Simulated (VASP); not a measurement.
The system is C.

```
C
1.0
     2.52210    0.00000    0.00000
    -1.26105    2.18420    0.00000
     0.00000    0.00000    8.23710
C
8
Cartesian
  1.2611 0.7281 6.9501
  0.0000 1.4561 2.8315
  1.2611 0.7281 5.4056
  0.0000 1.4561 1.2870
  0.0000 0.0000 7.4649
  0.0000 0.0000 3.3463
  0.0000 0.0000 4.8908
  0.0000 0.0000 0.7722
```

- Program: VASP 6.6.1
- Task: relaxation of cell and atoms
- Functional: PBE
- Dispersion: D4
- Potentials or basis: VASP PAW PBE potentials, release 64 (C)
- Cutoff: 600 eV
- k mesh: 12 × 12 × 4
- Occupations: fermi-dirac, width 0.05 eV
- Spin: no spin polarisation

At the start: pressure -3.0 GPa; volume 5.67 Å³/atom.

Task: How do energy, volume and symmetry change on relaxing?

Result: Over 6 steps the energy falls by 2.8 meV/atom and the volume is 5.63 Å³/atom (-0.7 %); space group P6_3/mmc (No. 194, to 0.05 Å).

Step by step:
| step | energy change (eV) | largest force (eV/Å) | pressure (GPa) | volume (Å³) |
| --- | --- | --- | --- | --- |
| 1 | 0.0000 | 0.3273 | -3.04 | 45.38 |
| 2 | 0.0159 | 0.4775 | 4.15 | 44.67 |
| 3 | -0.0220 | 0.0512 | -0.18 | 45.07 |
| 4 | -0.0220 | 0.0442 | -0.24 | 45.08 |
| 5 | -0.0220 | 0.0608 | 0.16 | 45.04 |
| 6 | -0.0222 | 0.0097 | -0.03 | 45.06 |

Final structure:
```
C
1.0
     2.50810    0.00000    0.00000
    -1.25405    2.17208    0.00000
     0.00000    0.00000    8.27051
C
8
Direct
  0.66667 0.33333 0.84442
  0.33333 0.66667 0.34442
  0.66667 0.33333 0.65558
  0.33333 0.66667 0.15558
  0.00000 0.00000 0.90702
  0.00000 0.00000 0.40702
  0.00000 0.00000 0.59298
  0.00000 0.00000 0.09298
```
